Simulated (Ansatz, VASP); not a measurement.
# CdSe: VASP beside Ansatz

The input INCAR:

```
PREC     = Accurate       # precision mode
ENCUT    = 520            # plane-wave cutoff, eV
EDIFF    = 1E-7           # SCF threshold, eV
ISMEAR   = -1             # smearing method
SIGMA    = 0.02           # smearing width, eV
LREAL    = False          # projectors in reciprocal space
LASPH    = True           # aspherical terms in the spheres
NELM     = 60             # most SCF steps
ALGO     = Normal         # electronic algorithm
ISIF     = 2              # what is computed and relaxed
LWAVE    = False          # write WAVECAR
LCHARG   = False          # write CHGCAR
GGA      = PE             # functional
NBANDS   = 26             # bands
```

KPOINTS

```
Automatic mesh
0
Gamma
  12 12 4
```

The input POSCAR:

```
CdSe
1.0
    4.3407185131      0.0000000000      0.0000000000
   -2.1703592566      3.7591725031      0.0000000000
    0.0000000000      0.0000000000      7.0766649690
Cd Se
2 2
Direct
    0.3333333333      0.6666666667      0.0045236775
    0.6666666667      0.3333333333      0.5045236775
    0.3333333333      0.6666666667      0.3804763225
    0.6666666667      0.3333333333      0.8804763225
```

Input for Ansatz:

```yaml
crystal:
  lattice:
    - [4.3407185131, 0.0, 0.0]
    - [-2.1703592566, 3.7591725031, 0.0]
    - [0.0, 0.0, 7.076664969]
  atoms:
    - { symbol: Cd, position: [0.3333333333, 0.6666666667, 0.0045236775] }
    - { symbol: Cd, position: [0.6666666667, 0.3333333333, 0.5045236775] }
    - { symbol: Se, position: [0.3333333333, 0.6666666667, 0.3804763225] }
    - { symbol: Se, position: [0.6666666667, 0.3333333333, 0.8804763225] }
kpoints:
  mp_grid: { grid: [12, 12, 4] }
  band_path:
    path:
      - [[0.0, 0.0, 0.0], [0.5, 0.0, 0.0], [0.333333333333, 0.333333333333, 0.0], [0.0, 0.0, 0.0], [0.0, 0.0, 0.5], [0.5, 0.0, 0.5], [0.333333333333, 0.333333333333, 0.5], [0.0, 0.0, 0.5]]
      - [[0.5, 0.0, 0.5], [0.5, 0.0, 0.0]]
      - [[0.333333333333, 0.333333333333, 0.5], [0.333333333333, 0.333333333333, 0.0]]
    npoints: 10
hamiltonian:
  xc: pbe
scf:
  occupations: { method: fermi_dirac, width: 0.02 }
  n_extra_bands: 5
output:
  forces: true
  stress: true
  eigenvalues: true
```

Alike in both runs: task single point; functional PBE; k mesh 12 × 12 × 4; occupations fermi-dirac, width 0.02 eV; no spin polarisation.

|  | VASP | Ansatz |
| --- | --- | --- |
| version | VASP 6.6.1 | Ansatz 0.2.0 |
| potentials or method | VASP PAW PBE potentials, release 64 (Cd, Se) | plane waves, PAW |
| plane-wave cutoff (eV) | 520 | 420 |
| valence electrons in the cell | 36 | 72 |

Ansatz gave:

| Quantity | Value |
| --- | --- |
| pressure (GPa) | 1.4 |

Problem. What did VASP give for the same quantities?

Solution. Pressure (GPa): 1.7.

VASP's potentials hold 36 valence electrons a cell and Ansatz's 72, so a difference there can come from the potentials and not from the codes.
